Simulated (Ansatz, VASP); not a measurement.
# MnHg in VASP and in Ansatz

```xyz
2
Lattice="3.1525 0.0000 0.0000 0.0000 3.1525 0.0000 0.0000 0.0000 3.1525" Properties=species:S:1:pos:R:3 pbc="T T T"
Mn    1.5762    1.5762    1.5762
Hg    0.0000    0.0000    0.0000
```

Alike in both runs: task single point; functional PBEsol; k mesh 12 × 12 × 12; occupations gaussian, width 0.1 eV; collinear spin.

|  | VASP | Ansatz |
| --- | --- | --- |
| version | VASP 6.6.1 | Ansatz 0.2.0 |
| potentials or method | VASP PAW PBE potentials, release 64 (Mn_pv, Hg), cutoff 520 eV | scalar-relativistic, plane waves, PAW |
| valence electrons in the cell | 25 | 35 |

```csv
,VASP,Ansatz,Ansatz less VASP
gap on the k mesh at the Fermi level (eV),none,none,-
pressure (GPa),10.2,9.0,-1.18
net moment per atom (μB),1.73,1.73,-0.007
size of the moment on the site where the two differ most (μB),0.06,0.01,-0.044
```

VASP's potentials were made for PBE, not for PBEsol. Site moments also hang on the region over which each program counts them. A gap of «none» marks a metal or a gap that the smearing closes. VASP's potentials hold 25 valence electrons a cell and Ansatz's 35, so a difference there can come from the potentials and not from the codes.

Spin-orbit coupling is off throughout.
